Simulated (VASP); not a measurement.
# ZrC (Fm-3m) in VASP: a series of runs, part 2 of 2

VASP 6.6.1. The steps go on from the part before.

### 3 Single point, PBEsol, non-collinear spin, zero start, spin-orbit coupling

INCAR reads:

```
ALGO     = Normal         # electronic algorithm
EDIFF    = 1E-6           # SCF threshold, eV
ENCUT    = 520            # plane-wave cutoff, eV
GGA      = PS             # functional
GGA_COMPAT= F            
ISIF     = 2              # what is computed and relaxed
ISMEAR   = -1             # smearing method
LASPH    = T              # aspherical terms in the spheres
LCHARG   = F              # write CHGCAR
LMAXMIX  = 4              # l up to which the mixer works
LNONCOLLINEAR= T              # non-collinear magnetism
LORBIT   = 11             # projections on sites
LORBMOM  = T            
LREAL    = F              # projectors in reciprocal space
LSORBIT  = T              # spin-orbit coupling
LWAVE    = F              # write WAVECAR
MAGMOM   = 0 0 0 0 0 0    # initial moments
NBANDS   = 28             # bands
NELM     = 150            # most SCF steps
PREC     = Accurate       # precision mode
SIGMA    = 0.1            # smearing width, eV
```

KPOINTS reads:

```
k-points
0
Gamma
  14 14 14
```

POSCAR reads:

```
ZrC
1.0
    0.0000000000      2.3346477565      2.3346477565
    2.3346477565      0.0000000000      2.3346477565
    2.3346477565      2.3346477565      0.0000000000
Zr C
1 1
Direct
    0.5000000000      0.5000000000      0.5000000000
    0.0000000000      0.0000000000      0.0000000000
```

Potentials or basis: VASP PAW PBE potentials, release 64 (Zr_sv, C).

Launch:

```sh
> cat potpaw_PBE.64/Zr_sv/POTCAR potpaw_PBE.64/C/POTCAR > POTCAR
> mpirun -np 1 vasp_ncl > vasp.out
```

OUTCAR:

```text
EDIFF = 1E-6
   ENCUT = 520
   GGA = PS
   ISIF = 2
   ISMEAR = -1
   LASPH = T
   LNONCOLLINEAR = T
   LORBIT = 11
   LREAL = F
   LSORBIT = T
   NELM = 150
   PREC = Accurate

 ion  position               nearest neighbor table
   1  0.500  0.500  0.500-   2 2.33   2 2.33   2 2.33   2 2.33   2 2.33   2 2.33
   2  0.000  0.000  0.000-   1 2.33   1 2.33   1 2.33   1 2.33   1 2.33   1 2.33

  LATTYP: Found a face centered cubic cell.
 ALAT       =     4.6692955130

  Lattice vectors:

 A1 = (   0.0000000000,   2.3346477565,   2.3346477565)
 A2 = (   2.3346477565,   0.0000000000,   2.3346477565)
 A3 = (   2.3346477565,   2.3346477565,   0.0000000000)

Analysis of symmetry for initial positions (statically):
=====================================================================
 Subroutine PRICEL returns:
 Original cell was already a primitive cell.

 Routine SETGRP: Setting up the symmetry group for a
 face centered cubic supercell.

[... 1008 lines left out ...]
     0.0000000     0.0000000     0.0000000     0.0000000     0.0000000     0.0000000     0.0000000
     0.0000000     0.0000000     0.0000000     0.0000000     0.0000000     0.0000000     0.0000000
     0.0000000     0.0000000     0.0000000     0.0000000     0.0000000     0.0000000     0.0000000
     0.0000000     0.0000000     0.0000000     0.0000000     0.0000000     0.0000000     0.0000000
     0.0000000     0.0000000     0.0000000     0.0000000     0.0000000     0.0000000     0.0000000
     0.0000000     0.0000000     0.0000000     0.0000000     0.0000000     0.0000000     0.0000000

 Ion:    2  E_soc:     -0.0001086
 l=   1
     0.0000000    -0.0000181    -0.0000181
    -0.0000181     0.0000000    -0.0000181
    -0.0000181    -0.0000181     0.0000000
 l=   2
     0.0000000     0.0000000     0.0000000     0.0000000     0.0000000
     0.0000000     0.0000000     0.0000000     0.0000000     0.0000000
     0.0000000     0.0000000     0.0000000     0.0000000     0.0000000
     0.0000000     0.0000000     0.0000000     0.0000000     0.0000000
     0.0000000     0.0000000     0.0000000     0.0000000     0.0000000
 l=   3
     0.0000000     0.0000000     0.0000000     0.0000000     0.0000000     0.0000000     0.0000000
     0.0000000     0.0000000     0.0000000     0.0000000     0.0000000     0.0000000     0.0000000
     0.0000000     0.0000000     0.0000000     0.0000000     0.0000000     0.0000000     0.0000000
     0.0000000     0.0000000     0.0000000     0.0000000     0.0000000     0.0000000     0.0000000
     0.0000000     0.0000000     0.0000000     0.0000000     0.0000000     0.0000000     0.0000000
     0.0000000     0.0000000     0.0000000     0.0000000     0.0000000     0.0000000     0.0000000
     0.0000000     0.0000000     0.0000000     0.0000000     0.0000000     0.0000000     0.0000000

 total charge

# of ion       s       p       d       tot
------------------------------------------
    1        2.181   6.046   1.667   9.894
    2        0.883   1.471   0.000   2.354
--------------------------------------------------
tot          3.064   7.517   1.667  12.248

 magnetization (x)

# of ion       s       p       d       tot
------------------------------------------
    1       -0.000  -0.000   0.000  -0.000
    2        0.000  -0.000   0.000  -0.000
--------------------------------------------------
tot         -0.000  -0.000   0.000  -0.000

 magnetization (y)

# of ion       s       p       d       tot
------------------------------------------
    1       -0.000   0.000   0.000   0.000
    2       -0.000   0.000   0.000   0.000
--------------------------------------------------
tot         -0.000   0.000   0.000   0.000

 magnetization (z)

# of ion       s       p       d       tot
------------------------------------------
    1       -0.000  -0.000   0.000   0.000
    2       -0.000   0.000   0.000   0.000
--------------------------------------------------
tot         -0.000   0.000   0.000   0.000
```

stdout:

```text
POSCAR found type information on POSCAR ZrC
 POSCAR found :  2 types and       2 ions
 scaLAPACK will be used
 -----------------------------------------------------------------------------
|                                                                             |
|                                                                             |
|     You enforced a specific xc type in the INCAR file but a different       |
|     I HOPE YOU KNOW WHAT YOU ARE DOING!                                     |
|                                                                             |
 -----------------------------------------------------------------------------

 LDA part: xc-table for (Slater+PW92), standard interpolation
 POSCAR, INCAR and KPOINTS ok, starting setup
 FFT: planning ... GRIDC
 FFT: planning ... GRID_SOFT
 FFT: planning ... GRID
 WAVECAR not read
 entering main loop
```

It took 2.6 min on 1 thread of AMD EPYC 7R13 (Zen 3), shared host; peak memory 0.28 GiB.

What came out:

```yaml
Free_energy: -20.6480 eV
Pressure: 0.3 GPa
Net_moment: 0.00 μB per cell
Valence_electrons_inside_the_program's_atomic_spheres: Zr 9.89; C 2.35
```

Moments on the atoms (μB; x, y, z):
```
Zr  0.00 0.00 0.00
C   0.00 0.00 0.00
```

Caveat: the PAW data sets were made with another functional, which shifts forces and pressure a little.
